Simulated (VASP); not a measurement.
# LiW16 (a cell with a defect) in VASP: single point with PBE

Aim: the single point of LiW16 (a cell with a defect) with PBE.

All numbers are computed with VASP 6.6.1; they aren't measurements. Logs are shortened: lines on timing, memory, paths and dates and some standing lists are left out, and cuts for length are marked.

## 1. The cell of the first run

The cell holds a defect, 17 atoms: a = 6.320 Å, b = 6.320 Å, c = 6.320 Å, α = 90.00°, β = 90.00°, γ = 90.00°.

## 2. Single point, PBE

INCAR reads:

```
SYSTEM = LiW16
  PREC = Accurate
  ENCUT = 520
  EDIFF = 1E-6
  ISMEAR = 0
  SIGMA = 0.15
  LREAL = Auto
  LASPH = .TRUE.
  NELM = 80
  ALGO = Normal
  ISIF = 2
  LWAVE = .FALSE.
  LCHARG = .FALSE.
  GGA = PE
  NBANDS = 128
```

KPOINTS reads:

```
regular mesh
0
G
  3 3 3
  0 0 0
```

POSCAR reads:

```
LiW16
1.0
    6.3200000000      0.0000000000      0.0000000000
    0.0000000000      6.3200000000      0.0000000000
    0.0000000000      0.0000000000      6.3200000000
W Li
16 1
Direct
    0.0177844937     -0.0002935127     -0.0103655063
    0.4962197785     -0.0002886076     -0.0106715190
    0.0113750000      0.4997568038     -0.0040023734
    0.0177988924     -0.0002662975      0.5111250000
    0.2569566456      0.2509871835      0.2503197785
    0.5031525316      0.4998444620     -0.0035289557
    0.4962348101     -0.0002419304      0.5113466772
    0.7566541139      0.1932708861      0.2503447785
    0.0113882911      0.4997485759      0.5046729430
    0.2569091772      0.7485791139      0.2503238924
    0.2570797468      0.2516259494      0.7503734177
    0.5031987342      0.4998560127      0.5042713608
    0.7566525316      0.8061431962      0.2503721519
    0.7570071203      0.2509403481      0.7503982595
    0.2572300633      0.7479186709      0.7504025316
    0.7570985759      0.7486294304      0.7503928797
   -0.2416393987      0.4997088608      0.2502476266
```

Potentials or basis: VASP PAW PBE potentials, release 64 (W_sv, Li_sv).

Launch:

```sh
cat potpaw_PBE.64/W_sv/POTCAR potpaw_PBE.64/Li_sv/POTCAR > POTCAR
mpirun -np 1 vasp_std > vasp.out
```

OUTCAR:

```text
SYSTEM = LiW16
   PREC = Accurate
   ENCUT = 520
   EDIFF = 1E-6
   ISMEAR = 0
   LREAL = Auto
   LASPH = .TRUE.
   NELM = 80
   ISIF = 2
   GGA = PE

 ion  position               nearest neighbor table
   1  0.018  1.000  0.990-   8 2.63  13 2.63  15 2.67  11 2.67  10 2.74  16 2.74   5 2.74  14 2.74
                             2 3.02   4 3.02   3 3.16   3 3.16   4 3.30   2 3.30
   2  0.496  1.000  0.989-   8 2.63  13 2.63  15 2.66  11 2.66  16 2.74  14 2.74  10 2.74   5 2.74
                             7 3.02   1 3.02   6 3.16   6 3.16   1 3.30   7 3.30
   3  0.011  0.500  0.996-  17 2.27  11 2.70  15 2.70   5 2.73  10 2.73  16 2.73  14 2.73  13 2.99
                             8 2.99   9 3.11   6 3.11   1 3.16   1 3.16   6 3.21   9 3.21
   4  0.018  1.000  0.511-   8 2.63  13 2.63  11 2.67  15 2.67  16 2.74  10 2.74   5 2.74  14 2.74
                             7 3.02   1 3.02   9 3.16   9 3.16   1 3.30   7 3.30
   5  0.257  0.251  0.250-   3 2.73   9 2.73   6 2.73  12 2.73   1 2.74   4 2.74   2 2.74   7 2.74
                            10 3.14  11 3.16  11 3.16  10 3.18   8 3.18   8 3.18
   6  0.503  0.500  0.996-  17 2.27  15 2.70  11 2.70  16 2.73  10 2.73  14 2.73   5 2.73  13 2.98
                             8 2.98   3 3.11  12 3.11   2 3.16   2 3.16  12 3.21   3 3.21
   7  0.496  1.000  0.511-   8 2.63  13 2.63  15 2.66  11 2.66  14 2.74  16 2.74  10 2.74   5 2.74
                             2 3.02   4 3.02  12 3.16  12 3.16   4 3.30   2 3.30
   8  0.757  0.193  0.250-  17 1.94  13 2.45   7 2.63   2 2.63   1 2.63   4 2.63   6 2.98  12 2.98
                             9 2.99   3 2.99   5 3.18  14 3.18  14 3.18   5 3.18
   9  0.011  0.500  0.505-  17 2.27  11 2.70  15 2.70   5 2.73  10 2.73  16 2.73  14 2.73  13 2.99
                             8 2.99   3 3.11  12 3.11   4 3.16   4 3.16  12 3.21   3 3.21
  10  0.257  0.749  0.250-   3 2.73   9 2.73   6 2.73  12 2.73   1 2.74   4 2.74   2 2.74   7 2.74
                             5 3.14  15 3.16  15 3.16   5 3.18  13 3.18  13 3.18
  11  0.257  0.252  0.750-   2 2.66   7 2.66   4 2.67   1 2.67   3 2.70   9 2.70   6 2.70  12 2.70
                            15 3.14  14 3.16   5 3.16   5 3.16  14 3.16  15 3.18
  12  0.503  0.500  0.504-  17 2.28  15 2.70  11 2.70  16 2.73  14 2.73  10 2.73   5 2.73  13 2.98
                             8 2.98   9 3.11   6 3.11   7 3.16   7 3.16   6 3.21   9 3.21
  13  0.757  0.806  0.250-  17 1.94   8 2.45   7 2.63   2 2.63   1 2.63   4 2.63  12 2.98   6 2.98
                             9 2.99   3 2.99  10 3.18  16 3.18  16 3.18  10 3.18
  14  0.757  0.251  0.750-   3 2.73   6 2.73  12 2.73   9 2.73   2 2.74   7 2.74   1 2.74   4 2.74
                            16 3.15  11 3.16  11 3.16  16 3.17   8 3.18   8 3.18
  15  0.257  0.748  0.750-   2 2.66   7 2.66   1 2.67   4 2.67   3 2.70   9 2.70   6 2.70  12 2.70
                            11 3.14  16 3.16  10 3.16  10 3.16  16 3.16  11 3.18
  16  0.757  0.749  0.750-   3 2.73  12 2.73   6 2.73   9 2.73   2 2.74   1 2.74   7 2.74   4 2.74
                            14 3.15  15 3.16  15 3.16  14 3.17  13 3.18  13 3.18
  17  0.758  0.500  0.250-  13 1.94   8 1.94   3 2.27   9 2.27   6 2.27  12 2.28

  LATTYP: Found a simple cubic cell.
 ALAT       =     6.3200000000

  Lattice vectors:

 A1 = (   6.3200000000,   0.0000000000,   0.0000000000)
 A2 = (   0.0000000000,   6.3200000000,   0.0000000000)
 A3 = (   0.0000000000,   0.0000000000,   6.3200000000)

[... 165 lines left out ...]
     AMIX_MAG =   1.60;   BMIX_MAG =  1.00
  volume/ion in A,a.u.               =      14.85       100.21
  Fermi-wavevector in a.u.,A,eV,Ry     =   1.580155  2.986060 33.972251  2.496890
  Thomas-Fermi vector in A             =   2.680426
   LORBIT       =      0    0 simple, 1 ext, 2 COOP (PROOUT), +10 PAW based schemes
   GGA     = PE    functional components
   LHFCALC =     F    Hartree Fock is set to
   AEXX    =    0.0000 exact exchange contribution
   IVDW    =     0    specifies the selected vdW correction
   LEPSILON=     F    determine dielectric tensor
   LRPA    =     F    only Hartree local field effects (RPA)
 non-spin polarized calculation
 Gauss-broadening in eV      SIGMA  =   0.15
  energy-cutoff  :      520.00
  volume of cell :      252.44
 maximum number of plane-waves:      6859
   NGX = 23   NGY = 23   NGZ = 23

 number of electron     226.9999988 magnetization

 Free energy of the ion-electron system (eV)
  ---------------------------------------------------
  ext. energy  EPLUGINS =         0.00000000
  ---------------------------------------------------
  free energy    TOTEN  =      -201.80016057 eV

  energy without entropy =     -201.70553198  energy(sigma->0) =     -201.75284628

 E-fermi :  11.5765     XC(G=0): -13.7190

 val. band max:       11.5538830785   @ k =   0.3333   0.0000   0.3333
 cond. band min:      11.5777050325   @ k =   0.0000   0.3333   0.3333
 fundamental gap:      0.0238219541
 Fermi energy:        11.5764517467

 k-point     1 :       0.0000    0.0000    0.0000
  band No.  band energies     occupation
      1     -62.4485      2.00000
      2     -62.3817      2.00000
      3     -62.3745      2.00000
      4     -62.3724      2.00000
      5     -62.3639      2.00000
      6     -62.3503      2.00000
[... 1781 lines left out ...]
    124      13.5265      0.00000
    125      13.5892      0.00000
 [bands above 125 left out]

------------------------ aborting loop because EDIFF is reached ----------------------------------------

  FORCE on cell =-STRESS in cart. coord.  units (eV):
  Direction    XX          YY          ZZ          XY          YZ          ZX
  --------------------------------------------------------------------------------------
  -------------------------------------------------------------------------------------
  Total       28.4784754     41.5514067     28.5417283     -0.0093743      0.0034877      0.0019902
  in kB      180.7490749    263.7212214    181.1505323     -0.0594971      0.0221357      0.0126317
  external PRESSURE =     208.5402762 kB  Pullay stress =       0.0000000 kB

 VOLUME and BASIS-vectors are now :
 -----------------------------------------------------------------------------
  energy-cutoff  :      520.00
  volume of cell :      252.44
      direct lattice vectors                 reciprocal lattice vectors
     6.320000000  0.000000000  0.000000000     0.158227848  0.000000000  0.000000000
     0.000000000  6.320000000  0.000000000     0.000000000  0.158227848  0.000000000
     0.000000000  0.000000000  6.320000000     0.000000000  0.000000000  0.158227848

 POSITION                                       TOTAL-FORCE (eV/Angst)
 -----------------------------------------------------------------------------------
      0.11240      6.31814      6.25449         0.007191      0.006583     -0.005544
      3.13611      6.31818      6.25256        -0.014807      0.011292      0.015978
      0.07189      3.15846      6.29471        -0.013361     -0.000921      0.017808
      0.11249      6.31832      3.23031         0.006626      0.002921      0.004645
      1.62397      1.58624      1.58202         0.002520     -0.010505      0.005782
      3.17992      3.15902      6.29770         0.019976     -0.010325      0.015874
[... 9 lines left out ...]
      4.78486      4.73134      4.74248         0.005886     -0.004653     -0.004540
      4.79284      3.15816      1.58157        -0.012632      0.002534      0.001835
 -----------------------------------------------------------------------------------
    total drift:                               -0.021812      0.003768     -0.003940

  FREE ENERGIE OF THE ION-ELECTRON SYSTEM (eV)
  ---------------------------------------------------
  free  energy   TOTEN  =      -201.8001605669 eV

  energy  without entropy=     -201.7055319833  energy(sigma->0) =     -201.75284628
```

stdout:

```text
POSCAR found type information on POSCAR W Li
 POSCAR found :  2 types and      17 ions
 scaLAPACK will be used
 LDA part: xc-table for (Slater+PW92), standard interpolation
 POSCAR, INCAR and KPOINTS ok, starting setup
 FFT: planning ... GRIDC
 FFT: planning ... GRID_SOFT
 FFT: planning ... GRID
 WAVECAR not read
 entering main loop
```

Wall time 14 min (1 thread of AMD EPYC 7R43 (Zen 3), shared host); peak memory 0.45 GiB.

What came out:

| Item | Value |
| --- | --- |
| Free energy | -201.8002 eV |
| Largest force | 0.095 eV/Å |
| Band gap on the k mesh | zero (an odd number of electrons rules out a gap without spin polarisation) |

Forces on the atoms (eV/Å):
```
W    0.007  0.007 -0.006
W   -0.015  0.011  0.016
W   -0.013 -0.001  0.018
W    0.007  0.003  0.005
W    0.003 -0.011  0.006
W    0.020 -0.010  0.016
W   -0.018  0.005 -0.009
W    0.010  0.095  0.003
W   -0.019  0.000 -0.018
W    0.006  0.007  0.007
W    0.001  0.014 -0.004
W    0.019 -0.010 -0.021
W    0.010 -0.092  0.004
W    0.008  0.002 -0.005
W   -0.019 -0.019 -0.009
W    0.006 -0.005 -0.005
Li  -0.013  0.003  0.002
```

Caveat: the cutoff is under 1.25 times the usual one of these potentials, so pressure, stress and relaxed cells hold a basis-set (Pulay) error; atoms lie so close that the PAW spheres overlap strongly, which falsifies energies and pressures; spin-orbit coupling is left out, which moves the levels of the heavy elements.

The gap in the log of VASP goes by the Fermi energy; the results here count the filled bands.